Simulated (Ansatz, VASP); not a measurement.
**One calculation of Fe, two programs**

Contents of INCAR:

```
  PREC = Accurate
  ENCUT = 520
  EDIFF = 1E-6
  ISMEAR = -1
  SIGMA = 0.05
  LREAL = F
  LASPH = T
  NELM = 150
  ALGO = Normal
  ISIF = 2
  LWAVE = F
  LCHARG = F
  ISPIN = 2
  MAGMOM = 2.267
  LORBIT = 11
  LMAXMIX = 4
  GGA = B5
  ALDAX = 1.0
  AGGAX = 1.0
  AGGAC = 1.0
  ALDAC = 0.0
  NBANDS = 14
```

Contents of KPOINTS:

```
regular mesh
0
Gamma
  25 25 25
```

File POSCAR:

```
Fe
1.0
   -1.4563886229      1.4563886229      1.4563886229
    1.4563886229     -1.4563886229      1.4563886229
    1.4563886229      1.4563886229     -1.4563886229
Fe
1
Direct
    0.0000000000      0.0000000000      0.0000000000
```

Input for Ansatz:

```yaml
crystal:
  lattice:
    - [-1.4563886175, 1.4563886175, 1.4563886175]
    - [1.4563886175, -1.4563886175, 1.4563886175]
    - [1.4563886175, 1.4563886175, -1.4563886175]
  atoms:
    - { symbol: Fe, position: [0.0, 0.0, 0.0], spin: 2.267 }
hamiltonian:
  xc: blyp
  pseudopotentials:
    kind: paw
    azcp:
      Fe: "pseudopotentials/Fe.paw.azcp"
basis:
  ecutwfc: 420
  fft_grid_basis: typed
kpoints:
  mp_grid: { grid: [25, 25, 25], shift: [0, 0, 0] }
magnetization:
  spin_polarized: true
scf:
  occupations: { method: fermi_dirac, width: 0.05 }
output:
  stress: true
```

Alike in both runs: task single point; functional BLYP; k mesh 25 × 25 × 25; occupations fermi-dirac, width 0.05 eV; collinear spin.

|  | VASP | Ansatz |
| --- | --- | --- |
| version | VASP 6.6.1 | Ansatz 0.2.0 |
| potentials or method | VASP PAW PBE potentials, release 64 (Fe), cutoff 520 eV | plane waves (420 eV) with PAW, scalar-relativistic |
| valence electrons in the cell | 8 | 16 |

```tsv
	VASP	Ansatz	Ansatz less VASP
pressure (GPa)	-5.4	-5.8	-0.45
net moment per atom (μB)	2.31	2.30	-0.016
size of the moment on the site where the two differ most (μB)	2.32	2.35	+0.029
```

VASP's potentials were made for PBE, not for BLYP. Site moments also hang on the region over which each program counts them. The functional is the same, so the differences come from potentials, cutoffs and numerics. VASP's potentials hold 8 valence electrons a cell and Ansatz's 16, so a difference there can come from the potentials and not from the codes.
